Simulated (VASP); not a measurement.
# MgC18: single point with PBE

The system is MgC18, a slab with vacuum.

```
C Mg
1.0
     7.39800    0.00000    0.00000
    -3.69900    6.40686    0.00000
     0.00000    0.00000   11.00000
C Mg
18 1
Direct
  0.99876 0.00191 0.08077
  0.22134 0.11151 0.08070
  0.99875 0.33523 0.08071
  0.22134 0.44484 0.08076
  0.99876 0.66859 0.08066
  0.22134 0.77820 0.08071
  0.33208 0.00191 0.08065
  0.55467 0.11151 0.08067
  0.33208 0.33523 0.08069
  0.55466 0.44485 0.08064
  0.33210 0.66859 0.08070
  0.55468 0.77818 0.08069
  0.66543 0.00190 0.08069
  0.88801 0.11151 0.08070
  0.66542 0.33524 0.08064
  0.88801 0.44484 0.08067
  0.66542 0.66859 0.08071
  0.88801 0.77819 0.08068
  0.70755 0.30471 0.47030
```

* Program: VASP 6.6.1
* Task: single point
* Functional: PBE
* Potentials or basis: VASP PAW PBE potentials, release 64 (C, Mg)
* Cutoff: 520 eV
* k mesh: 2 × 2 × 1
* Occupations: gaussian, width 0.05 eV
* Spin: no spin polarisation
* Dipole correction: no
* Further INCAR settings: LREAL = Auto; ALGO = Normal; EDIFF = 1e-06; NBANDS = 52

- Largest force: 0.017 eV/Å
- Band gap on the k mesh: 0.16 eV

Forces in eV/Å, atoms in the order of the input:
```
C    0.001 -0.002 -0.008
C    0.000  0.000  0.003
C   -0.001  0.000  0.002
C    0.000  0.015 -0.008
C    0.005 -0.003  0.001
C    0.010 -0.005 -0.011
C    0.004 -0.012  0.006
C    0.003 -0.002 -0.005
C   -0.001  0.003  0.007
C    0.001  0.004  0.000
C   -0.012 -0.001  0.001
C   -0.003 -0.001  0.001
C   -0.008 -0.001 -0.003
C    0.006  0.003  0.007
C   -0.007 -0.002  0.002
C    0.005  0.010 -0.002
C   -0.006 -0.009 -0.003
C    0.003  0.004  0.012
Mg   0.000 -0.001 -0.002
```

Levels at points of the mesh, in eV from the valence-band top:
```tsv
k point	band 34	band 35	band 36	band 37	band 38	band 39	band 40	band 41
(0.00, 0.00, 0.00)	-2.79	-0.47	0.00	0.00	0.16	0.16	2.91	3.40
(0.50, 0.00, 0.00)	-2.53	-2.53	-2.30	-0.37	1.78	2.50	2.51	2.54
(0.00, 0.50, 0.00)	-2.54	-2.54	-2.34	-0.37	1.86	2.52	2.53	2.55
(0.50, 0.50, 0.00)	-2.57	-2.57	-2.20	-0.37	1.62	2.54	2.58	2.58
```

It took 6.6 min on 1 thread of Intel(R) Xeon(R) Platinum 8259CL CPU @ 2.50GHz (Skylake/Cascade Lake), on a shared host, peak memory 0.56 GiB.

Caveat: the k points lie up to 0.49 Å⁻¹ apart; there is no dipole correction, which matters where the two faces differ.
